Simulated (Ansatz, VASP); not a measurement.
One calculation of P, two programs

```xyz
2
Lattice="2.5877 0.0000 0.0052 0.0000 2.3296 0.0000 -0.0108 0.0000 4.8447" Properties=species:S:1:pos:R:3 pbc="T T T"
P     2.5850    0.0000    1.2164
P    -0.0081    0.0000    3.6334
```

Change from the starting cell: strain +0.0525 x Voigt [1, -1, 0, 0, 0, 0], atoms carried along.

Alike in both runs: task single point; functional PBE; k mesh 24 × 24 × 12; occupations gaussian, width 0.15 eV; no spin polarisation.

|  | VASP | Ansatz |
| --- | --- | --- |
| version | VASP 6.6.1 | Ansatz 0.2.0 |
| potentials or method | VASP PAW PBE potentials, release 64 (P), cutoff 520 eV | scalar-relativistic, plane waves, PAW |
| valence electrons in the cell | 10 | 10 |

VASP gave:

- gap on the k mesh at the Fermi level (eV): none
- pressure (GPa): 1.7
- traceless stress, the component that is largest in VASP (GPa): -11.18

Task: Which values does Ansatz return?

Result: gap on the k mesh at the Fermi level (eV): none; pressure (GPa): 2.0; traceless stress, the component that is largest in VASP (GPa): -11.29.

A gap of «none» marks a metal or a gap that the smearing closes.
